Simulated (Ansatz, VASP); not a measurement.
Two plane-wave programs on Li2ZnGeSe4

File INCAR:

```
SYSTEM = Li2ZnGeSe4
ALGO = Normal
EDIFF = 1E-6
ENCUT = 520
GGA = PE
ISIF = 2
ISMEAR = 0
LASPH = .True.
LCHARG = .False.
LREAL = .False.
LWAVE = .False.
NBANDS = 38
NELM = 80
PREC = Accurate
SIGMA = 0.01
```

The input KPOINTS:

```
k-points
0
Gamma
  6 6 6
  0 0 0
```

The input POSCAR:

```
Li2ZnGeSe4
1.0
   -2.8432693154      2.8432693154      6.0360031564
    2.8432693154     -2.8432693154      6.0360031564
    2.8432693154      2.8432693154     -6.0360031564
Li Zn Ge Se
2 1 1 4
Direct
    0.7500000000      0.2500000000      0.5000000000
    0.2500000000      0.7500000000      0.5000000000
    0.0000000000      0.0000000000      0.0000000000
    0.5000000000      0.5000000000      0.0000000000
    0.8624044664      0.8624044664      0.4837735353
    0.1375955336      0.6213690688      0.0000000000
    0.6213690688      0.1375955336      0.0000000000
    0.3786309312      0.3786309312      0.5162264647
```

Input for Ansatz:

```yaml
crystal:
  lattice:
    - [-2.8432693154, 2.8432693154, 6.0360031564]
    - [2.8432693154, -2.8432693154, 6.0360031564]
    - [2.8432693154, 2.8432693154, -6.0360031564]
  atoms:
    - { symbol: Li, position: [0.75, 0.25, 0.5] }
    - { symbol: Li, position: [0.25, 0.75, 0.5] }
    - { symbol: Zn, position: [0.0, 0.0, 0.0] }
    - { symbol: Ge, position: [0.5, 0.5, 0.0] }
    - { symbol: Se, position: [0.8624044664, 0.8624044664, 0.4837735353] }
    - { symbol: Se, position: [0.1375955336, 0.6213690688, 0.0] }
    - { symbol: Se, position: [0.6213690688, 0.1375955336, 0.0] }
    - { symbol: Se, position: [0.3786309312, 0.3786309312, 0.5162264647] }
kpoints:
  mp_grid: { grid: [6, 6, 6] }
hamiltonian:
  xc: pbe
scf:
  occupations: { method: fixed }
  n_extra_bands: 6
output:
  forces: true
  stress: true
  eigenvalues: true
```

Alike in both runs: task single point; functional PBE; k mesh 6 × 6 × 6; no spin polarisation.

|  | VASP | Ansatz |
| --- | --- | --- |
| version | VASP 6.6.1 | Ansatz 0.2.0 |
| potentials or method | VASP PAW PBE potentials, release 64 (Li_sv, Zn, Ge_d, Se) | plane waves, PAW |
| plane-wave cutoff (eV) | 520 | 420 |
| occupations | gaussian, width 0.01 eV | fixed |
| valence electrons in the cell | 56 | 96 |

Ansatz gave:

| Property | Result |
| --- | --- |
| gap on the k mesh at the Fermi level (eV) | 1.07 |
| rms of the force components (eV/Å) | 0.058 |

Task: Which values does VASP return?

Result: gap on the k mesh at the Fermi level (eV): 1.07; rms of the force components (eV/Å): 0.054.

Atom by atom the forces differ by 0.005 eV/Å (rms over components). VASP's potentials hold 56 valence electrons a cell and Ansatz's 96, so a difference there can come from the potentials and not from the codes.

Noted on VASP's run: the cutoff is under 1.25 times that of the potentials, so the pressure is a little rough.
